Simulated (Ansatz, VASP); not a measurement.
# ZnS in VASP and in Ansatz

```
Zn S
1.0
     3.80672    0.00000    0.00000
    -1.90336    3.29672    0.00000
     0.00000    0.00000    6.24574
Zn S
2 2
Direct
  0.33333 0.66667 0.00539
  0.66667 0.33333 0.50539
  0.25058 0.58392 0.37961
  0.66667 0.33333 0.87961
```

Alike in both runs: task single point; functional r2SCAN; k mesh 6 × 6 × 4; occupations gaussian, width 0.05 eV; no spin polarisation.

```csv
,VASP,Ansatz
version,VASP 6.6.1,Ansatz 0.2.0
potentials or method,"VASP PAW PBE potentials, release 64 (Zn, S), cutoff 520 eV","scalar-relativistic, plane waves, PAW"
valence electrons in the cell,36,36
```

|  | VASP | Ansatz | Ansatz less VASP |
| --- | --- | --- | --- |
| gap on the k mesh at the Fermi level (eV) | 2.75 | 2.74 | -0.010 |
| least direct gap on the mesh (eV) | 2.75 | 2.74 | -0.010 |
| pressure (GPa) | 2.0 | 1.9 | -0.10 |
| traceless stress, the component that is largest in VASP (GPa) | 4.13 | 4.09 | -0.048 |
| rms of the force components (eV/Å) | 1.061 | 1.048 | -0.0126 |

VASP's potentials were made for PBE, not for r2SCAN. Atom by atom the forces differ by 0.014 eV/Å (rms over components).
